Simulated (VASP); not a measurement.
Set up this calculation in VASP 6.6.1, as the native input.

* Task: single point
* Functional: PBE
* Potentials or basis: VASP PAW PBE potentials, release 64 (Zn, S)
* Cutoff: 520 eV
* k mesh: 12 × 12 × 2
* Occupations: gaussian, width 0.05 eV
* Spin: no spin polarisation
* Dipole correction: no
* Further INCAR settings: ALGO = Normal; EDIFF = 1e-06; NBANDS = 46

The structure of ZnS lies in POSCAR:

```
ZnS
1.0
    3.8467234474      0.0000000000      0.0000000000
   -1.9233617237      3.3313602268      0.0000000000
    0.0000000000      0.0000000000     12.5902250312
Zn S
4 4
Direct
    0.0000000000      0.0000000000      0.0208998557
    0.0000000000      0.0000000000      0.5208998557
    0.3333333333      0.6666666667      0.2292163652
    0.6666666667      0.3333333333      0.7292163652
    0.0000000000      0.0000000000      0.1921320964
    0.0000000000      0.0000000000      0.6921320964
    0.3333333333      0.6666666667      0.4327086970
    0.6666666667      0.3333333333      0.9327086970
```

This cell differs from its parent crystal: atoms displaced along a vibrational mode.

One way to write it, as run:

INCAR

```
SYSTEM = ZnS
PREC = Accurate
ENCUT = 520
EDIFF = 1E-6
ISMEAR = 0
SIGMA = 0.05
LREAL = .False.
LASPH = .True.
NELM = 60
ALGO = Normal
ISIF = 2
LWAVE = .False.
LCHARG = .False.
GGA = PE
NBANDS = 46
```

KPOINTS

```
regular mesh
0
Gamma
  12 12 2
  0 0 0
```

Potentials or basis: VASP PAW PBE potentials, release 64 (Zn, S).

Launch:

```bash
$ cat potpaw_PBE.64/Zn/POTCAR potpaw_PBE.64/S/POTCAR > POTCAR
$ mpirun -np 1 vasp_std > vasp.out
```

Results of the run:

```yaml
Pressure: 1.5 GPa
Largest_force: 3.011 eV/Å
Band_gap_on_the_k_mesh: 1.18 eV
```

Caveat: the cell differs from its parent crystal (atoms displaced along a vibrational mode); forces of over 1 eV/Å act on the atoms, so gaps and moduli don't describe the material at rest.

It took 3.1 min on 1 thread of Intel(R) Xeon(R) 6975P-C (Granite Rapids), with other jobs on the host, peak memory 0.39 GiB.
